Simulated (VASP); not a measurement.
# W (Fm-3m) in VASP: notebook

The runs below take W through single point, with LDA.

Everything below comes from runs of VASP 6.6.1. Logs are shortened: lines on timing, memory, paths and dates and some standing lists are left out, and cuts for length are marked.

## (1) The cell of the first run

It takes space group Fm-3m (No. 225, cubic). The conventional cell has a = 4.060 Å, b = 4.060 Å, c = 4.060 Å, α = 90.00°, β = 90.00°, γ = 90.00°. Within 3.8 Å of W (site symmetry m-3m) lie 12 W at 2.87 Å.

## (2) Single point, LDA

INCAR

```
ALGO = Normal
EDIFF = 1E-6
ENCUT = 520
ISIF = 2
ISMEAR = -1
LASPH = True
LCHARG = True
LELF = True
LREAL = False
LVHAR = True
LWAVE = False
NBANDS = 13
NELM = 80
PREC = Accurate
SIGMA = 0.15
```

KPOINTS

```
k-points
0
Gamma
  8 8 8
```

POSCAR

```
W
1.0
    0.0000000000      2.0300000000      2.0300000000
    2.0300000000      0.0000000000      2.0300000000
    2.0300000000      2.0300000000      0.0000000000
W
1
Direct
    0.0000000000      0.0000000000      0.0000000000
```

Potentials or basis: VASP PAW LDA potentials, release 64 (W_sv).

Launch:

```console
$ cat potpaw_LDA.64/W_sv/POTCAR > POTCAR
$ mpirun -np 1 vasp_std > vasp.out
```

OUTCAR:

```text
EDIFF = 1E-6
   ENCUT = 520
   ISIF = 2
   ISMEAR = -1
   LASPH = True
   LREAL = False
   NELM = 80
   PREC = Accurate

 ion  position               nearest neighbor table
   1  0.000  0.000  0.000-

  LATTYP: Found a face centered cubic cell.
 ALAT       =     4.0600000000

  Lattice vectors:

 A1 = (   0.0000000000,   2.0300000000,   2.0300000000)
 A2 = (   2.0300000000,   0.0000000000,   2.0300000000)
 A3 = (   2.0300000000,   2.0300000000,   0.0000000000)

Analysis of symmetry for initial positions (statically):
=====================================================================
 Subroutine PRICEL returns:
 Original cell was already a primitive cell.

 Routine SETGRP: Setting up the symmetry group for a
 face centered cubic supercell.

 Subroutine GETGRP returns: Found 48 space group operations
 (whereof 48 operations were pure point group operations)
 out of a pool of 48 trial point group operations.

The static configuration has the point symmetry O_h .

Analysis of symmetry for dynamics (positions and initial velocities):
=====================================================================
 Subroutine PRICEL returns:
 Original cell was already a primitive cell.

 Routine SETGRP: Setting up the symmetry group for a
 face centered cubic supercell.

 Subroutine GETGRP returns: Found 48 space group operations
 (whereof 48 operations were pure point group operations)
 out of a pool of 48 trial point group operations.

The dynamic configuration has the point symmetry O_h .

 Subroutine INISYM returns: Found 48 space group operations
 (whereof 48 operations are pure point group operations),
 and found     1 'primitive' translations

----------------------------------------------------------------------------------------

                                     Primitive cell

  volume of cell :      16.7309

  direct lattice vectors                    reciprocal lattice vectors
     0.000000000  2.030000000  2.030000000    -0.246305419  0.246305419  0.246305419
     2.030000000  0.000000000  2.030000000     0.246305419 -0.246305419  0.246305419
     2.030000000  2.030000000  0.000000000     0.246305419  0.246305419 -0.246305419

  length of vectors
     2.870853532  2.870853532  2.870853532     0.426613499  0.426613499  0.426613499

  position of ions in fractional coordinates (direct lattice)
     0.000000000  0.000000000  0.000000000

  ion indices of the primitive-cell ions
   primitive index   ion index
                 1           1

----------------------------------------------------------------------------------------

 KPOINTS: k-points

Automatic generation of k-mesh.
 Grid dimensions read from file:
 generate k-points for:    8    8    8

 Generating k-lattice:

  Cartesian coordinates                     Fractional coordinates (reciprocal lattice)
    -0.030788177  0.030788177  0.030788177     0.125000000  0.000000000  0.000000000
     0.030788177 -0.030788177  0.030788177     0.000000000  0.125000000  0.000000000
     0.030788177  0.030788177 -0.030788177     0.000000000  0.000000000  0.125000000

  Length of vectors
     0.053326687  0.053326687  0.053326687

  Shift w.r.t. Gamma in fractional coordinates (k-lattice)
     0.000000000  0.000000000  0.000000000

 Subroutine IBZKPT returns following result:
 ===========================================

 Found     29 irreducible k-points:

 Following reciprocal coordinates:
            Coordinates               Weight
  0.000000  0.000000  0.000000      1.000000
  0.125000  0.000000  0.000000      8.000000
  0.250000  0.000000  0.000000      8.000000
  0.375000  0.000000  0.000000      8.000000
  0.500000  0.000000  0.000000      4.000000
  0.125000  0.125000  0.000000      6.000000
[... 16 lines left out ...]
  0.500000  0.250000  0.125000     48.000000
 -0.375000  0.250000  0.125000     24.000000
 [... further k-points ...]
   k-points           NKPTS =     29   k-points in BZ     NKDIM =     29   number of bands    NBANDS=     13
   number of dos      NEDOS =    301   number of ions     NIONS =      1
   total plane-waves  NPLWV =  13824
   dimension x,y,z NGX =    24 NGY =   24 NGZ =   24
   dimension x,y,z NGXF=    48 NGYF=   48 NGZF=   48
   ions per type =               1
   NGX,Y,Z   is equivalent  to a cutoff of  13.90, 13.90, 13.90 a.u.
   NGXF,Y,Z  is equivalent  to a cutoff of  27.80, 27.80, 27.80 a.u.
 SYSTEM =  unknown system
   PREC   = accura    normal or accurate (medium, high low for compatibility)
   ISTART =      0    job   : 0-new  1-cont  2-samecut
   ICHARG =      2    charge: 1-file 2-atom 10-const
   ISPIN  =      1    spin polarized calculation?
   LNONCOLLINEAR =      F non collinear calculations
   LSORBIT =      F    spin-orbit coupling
   LASPH  =      T    aspherical Exc in radial PAW
   ENCUT  =  520.0 eV  38.22 Ry    6.18 a.u.   5.34  5.34  5.34*2*pi/ulx,y,z
   NELM   =     80;   NELMIN=  2; NELMDL= -5     # of ELM steps
   EDIFF  = 0.1E-05   stopping-criterion for ELM
   LREAL  =      F    real-space projection
[... 7 lines left out ...]
   TEBEG  =    0.0;   TEEND  =   0.0 temperature during run
   PSTRESS=    0.0 pullay stress
   NELECT =      14.0000    total number of electrons
   NUPDOWN=      -1.0000    fix difference up-down
   EMIN   =  10.00;   EMAX   =-10.00  energy-range for DOS
   EFERMI =   0.00;   METHOD = LEGACY
   ISMEAR =    -1;   SIGMA  =   0.15  broadening in eV -4-tet -1-fermi 0-gaus
   EFERMI_NEDOS =   21; number of points for ismear=-14 and -15
   IALGO  =     38    algorithm
   IMIX   =      4    mixing-type and parameters
     AMIX     =   0.40;   BMIX     =  1.00
     AMIX_MAG =   1.60;   BMIX_MAG =  1.00
  volume/ion in A,a.u.               =      16.73       112.91
  Fermi-wavevector in a.u.,A,eV,Ry     =   1.542688  2.915258 32.380324  2.379887
  Thomas-Fermi vector in A             =   2.648457
   LORBIT       =      0    0 simple, 1 ext, 2 COOP (PROOUT), +10 PAW based schemes
   GGA     = CA    functional components
   LHFCALC =     F    Hartree Fock is set to
   AEXX    =    0.0000 exact exchange contribution
   IVDW    =     0    specifies the selected vdW correction
   LEPSILON=     F    determine dielectric tensor
   LRPA    =     F    only Hartree local field effects (RPA)
 non-spin polarized calculation
  energy-cutoff  :      520.00
  volume of cell :       16.73
 maximum number of plane-waves:       464
 NGX is ok and might be reduce to    24
   NGX = 11   NGY = 11   NGZ = 11

 number of electron      14.0000002 magnetization

 Free energy of the ion-electron system (eV)
  ---------------------------------------------------
  ext. energy  EPLUGINS =         0.00000000
  ---------------------------------------------------
  free energy    TOTEN  =       -13.61837077 eV

  energy without entropy =      -13.53067453  energy(sigma->0) =      -13.57452265

 E-fermi :  10.0749     XC(G=0): -13.5201

 val. band max:       10.0553869487   @ k =   0.1250   0.1250   0.0000
 cond. band min:      10.2475760851   @ k =   0.3750   0.1250   0.0000
 fundamental gap:      0.1921891364
 Fermi energy:        10.0748941650

 k-point     1 :       0.0000    0.0000    0.0000
  band No.  band energies     occupation
      1     -63.1820      2.00000
      2     -27.0828      2.00000
      3     -27.0828      2.00000
      4     -27.0828      2.00000
      5       1.2856      2.00000
      6       9.5209      1.95144
      7       9.5209      1.95144
      8       9.5209      1.95144
      9      12.5245      0.00000
     10      12.5245      0.00000
     11      22.9373      0.00000
     12      27.9976      0.00000
     13      27.9976      0.00000

 k-point     2 :       0.1250    0.0000    0.0000
  band No.  band energies     occupation
      1     -63.1674      2.00000
      2     -27.2523      2.00000
      3     -27.1047      2.00000
      4     -27.1047      2.00000
      5       1.9370      2.00000
      6       9.0792      1.99738
      7       9.7948      1.73231
      8       9.7948      1.73231
      9      12.3116      0.00000
     10      12.3116      0.00000
     11      24.1347      0.00000
     12      26.0034      0.00000
     13      29.2160      0.00000

 k-point     3 :       0.2500    0.0000    0.0000
  band No.  band energies     occupation
      1     -63.1320      2.00000
      2     -27.6473      2.00000
      3     -27.1571      2.00000
      4     -27.1571      2.00000
      5       3.4668      2.00000
      6       8.5786      1.99991
      7       9.9431      1.41309
      8       9.9431      1.41309
      9      12.6296      0.00000
     10      12.6296      0.00000
     11      23.1328      0.00000
     12      26.7441      0.00000
     13      32.3758      0.00000

 k-point     4 :       0.3750    0.0000    0.0000
  band No.  band energies     occupation
      1     -63.0964      2.00000
      2     -28.0241      2.00000
      3     -27.2089      2.00000
      4     -27.2089      2.00000
      5       4.4821      2.00000
      6       9.5191      1.95199
      7       9.5191      1.95199
      8       9.5488      1.94180
      9      14.0629      0.00000
     10      14.0629      0.00000
     11      21.2636      0.00000
     12      24.3022      0.00000
     13      30.4216      0.00000

 k-point     5 :       0.5000    0.0000    0.0000
  band No.  band energies     occupation
      1     -63.0816      2.00000
      2     -28.1754      2.00000
      3     -27.2302      2.00000
      4     -27.2302      2.00000
      5       4.6155      2.00000
      6       9.2969      1.98888
      7       9.2969      1.98888
      8      10.8223      0.01362
      9      14.9529      0.00000
     10      14.9529      0.00000
     11      20.0832      0.00000
     12      22.5702      0.00000
     13      28.5495      0.00000

 k-point     6 :       0.1250    0.1250    0.0000
  band No.  band energies     occupation
      1     -63.1625      2.00000
      2     -27.2477      2.00000
      3     -27.1422      2.00000
      4     -27.1422      2.00000
      5       2.1571      2.00000
      6       8.7315      1.99974
      7      10.0554      1.06493
      8      10.0554      1.06493
      9      11.5400      0.00011
     10      12.8184      0.00000
     11      24.6446      0.00000
     12      26.9738      0.00000
     13      28.5500      0.00000

 k-point     7 :       0.2500    0.1250    0.0000
  band No.  band energies     occupation
      1     -63.1341      2.00000
      2     -27.5401      2.00000
      3     -27.2054      2.00000
      4     -27.1889      2.00000
      5       3.4477      2.00000
      6       8.0819      2.00000
      7       9.9915      1.27103
      8      10.4930      0.11599
      9      11.6086      0.00007
     10      13.2353      0.00000
     11      24.9280      0.00000
     12      26.9739      0.00000
     13      29.7384      0.00000
[... 193 lines left out ...]
 k-point    20 :      -0.3750    0.3750    0.0000
  band No.  band energies     occupation
      1     -63.0512      2.00000
      2     -27.9348      2.00000
      3     -27.7198      2.00000
      4     -27.3971      2.00000
      5       5.8479      2.00000
      6       6.9051      2.00000
      7       9.9989      1.24814
      8      12.6074      0.00000
      9      14.5920      0.00000
     10      17.6034      0.00000
     11      20.2794      0.00000
     12      23.6047      0.00000
     13      25.9477      0.00000

 k-point    21 :       0.5000    0.5000    0.0000
  band No.  band energies     occupation
      1     -63.0486      2.00000
      2     -28.1073      2.00000
      3     -27.4794      2.00000
      4     -27.4794      2.00000
      5       4.7427      2.00000
      6       5.6874      2.00000
      7      13.1720      0.00000
      8      14.8965      0.00000
      9      15.6751      0.00000
     10      15.6751      0.00000
     11      21.7317      0.00000
     12      21.7317      0.00000
     13      22.6512      0.00000

 k-point    22 :       0.3750    0.2500    0.1250
  band No.  band energies     occupation
      1     -63.1055      2.00000
      2     -27.7399      2.00000
      3     -27.3618      2.00000
      4     -27.2256      2.00000
      5       4.8106      2.00000
      6       7.5542      2.00000
      7       9.1426      1.99601
      8      11.5283      0.00012
      9      11.6578      0.00005
     10      14.5948      0.00000
     11      24.6437      0.00000
     12      27.9691      0.00000
     13      27.9735      0.00000

 k-point    23 :       0.5000    0.2500    0.1250
  band No.  band energies     occupation
      1     -63.0769      2.00000
      2     -27.9418      2.00000
      3     -27.4832      2.00000
      4     -27.2887      2.00000
      5       5.9749      2.00000
      6       7.8225      2.00000
      7       8.4143      1.99997
      8      11.0645      0.00272
      9      13.5068      0.00000
     10      16.4025      0.00000
     11      21.6274      0.00000
     12      26.1744      0.00000
     13      26.5023      0.00000

 k-point    24 :      -0.3750    0.2500    0.1250
  band No.  band energies     occupation
      1     -63.0650      2.00000
      2     -28.0279      2.00000
      3     -27.5212      2.00000
      4     -27.3228      2.00000
      5       6.1699      2.00000
      6       7.6094      2.00000
      7       9.2361      1.99257
      8      10.7445      0.02277
      9      14.4640      0.00000
     10      17.7870      0.00000
     11      19.0253      0.00000
     12      25.6733      0.00000
     13      26.7830      0.00000

 [... further k-points ...]

------------------------ aborting loop because EDIFF is reached ----------------------------------------

  FORCE on cell =-STRESS in cart. coord.  units (eV):
  Direction    XX          YY          ZZ          XY          YZ          ZX
  --------------------------------------------------------------------------------------
  -------------------------------------------------------------------------------------
  Total       -1.6588501     -1.6588501     -1.6588501      0.0000000      0.0000000     -0.0000000
  in kB     -158.8545316   -158.8545316   -158.8545316      0.0000000      0.0000000     -0.0000000
  external PRESSURE =    -158.8545316 kB  Pullay stress =       0.0000000 kB

 VOLUME and BASIS-vectors are now :
 -----------------------------------------------------------------------------
  energy-cutoff  :      520.00
  volume of cell :       16.73
      direct lattice vectors                 reciprocal lattice vectors
     0.000000000  2.030000000  2.030000000    -0.246305419  0.246305419  0.246305419
     2.030000000  0.000000000  2.030000000     0.246305419 -0.246305419  0.246305419
     2.030000000  2.030000000  0.000000000     0.246305419  0.246305419 -0.246305419

 POSITION                                       TOTAL-FORCE (eV/Angst)
 -----------------------------------------------------------------------------------
      0.00000      0.00000      0.00000         0.000000     -0.000000     -0.000000
 -----------------------------------------------------------------------------------
    total drift:                               -0.000000      0.000000      0.000000

  FREE ENERGIE OF THE ION-ELECTRON SYSTEM (eV)
  ---------------------------------------------------
  free  energy   TOTEN  =       -13.6183707705 eV

  energy  without entropy=      -13.5306745326  energy(sigma->0) =      -13.57452265
```

Wall time 2.6 s (1 thread of Intel Xeon 6975P-C (Granite Rapids), shared host); peak memory 0.13 GiB.

What came out:

```yaml
Free_energy: -13.6184 eV
Pressure: -15.9 GPa
Band_gap_on_the_k_mesh: zero (band 7 reaches 13.17 eV, above the bottom of band 8 at 9.52 eV)
```

Levels at points of the mesh, in eV from the Fermi level:
| k point | band 3 | band 4 | band 5 | band 6 | band 7 | band 8 | band 9 | band 10 | band 11 | band 12 |
| --- | --- | --- | --- | --- | --- | --- | --- | --- | --- | --- |
| (0.00, 0.00, 0.00) | -37.16 | -37.16 | -8.79 | -0.55 | -0.55 | -0.55 | 2.45 | 2.45 | 12.86 | 17.92 |
| (0.50, 0.00, 0.00) | -37.31 | -37.31 | -5.46 | -0.78 | -0.78 | 0.75 | 4.88 | 4.88 | 10.01 | 12.50 |
| (0.50, 0.50, 0.00) | -37.55 | -37.55 | -5.33 | -4.39 | 3.10 | 4.82 | 5.60 | 5.60 | 11.66 | 11.66 |

Caveat: spin-orbit coupling is left out, which moves the levels of the heavy elements.

(Continued in part 2 of 2.)
